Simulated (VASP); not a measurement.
A run of VASP 6.6.1:

The input INCAR:

```
SYSTEM = Sc
ALGO = Normal
EDIFF = 1E-7
ENCUT = 520
GGA = RP
ISIF = 2
ISMEAR = -1
ISYM = 0
LASPH = .True.
LCHARG = .False.
LREAL = .False.
LWAVE = .False.
NBANDS = 18
NELM = 80
PREC = Accurate
SIGMA = 0.1
```

KPOINTS

```
k-points
0
Gamma
  11 11 8
  0 0 0
```

File POSCAR:

```
Sc
1.0
   -2.8683974205      2.8682904449      1.5723700678
    2.8682904449     -2.8683974205      1.5723700678
    2.8684155698      2.8684155698     -1.5725659938
Sc
2
Direct
    0.9999990428      0.0000009572      1.0000000000
    0.7500009572      0.2499990428      0.5000000000
```

Potentials or basis: VASP PAW PBE potentials, release 64 (Sc_sv).

Launch:

```sh
$ cat potpaw_PBE.64/Sc_sv/POTCAR > POTCAR
$ mpirun -np 1 vasp_std > vasp.out
```

Hardware: 1 thread of Intel(R) Xeon(R) Platinum 8259CL CPU @ 2.50GHz (Skylake/Cascade Lake) (shared host).

Q: How long does it take, and how much memory?

A: It took 4.9 min on 1 thread of Intel(R) Xeon(R) Platinum 8259CL CPU @ 2.50GHz (Skylake/Cascade Lake), on a shared host, peak memory 0.47 GiB. Counts: scf iterations 16, k points 485.
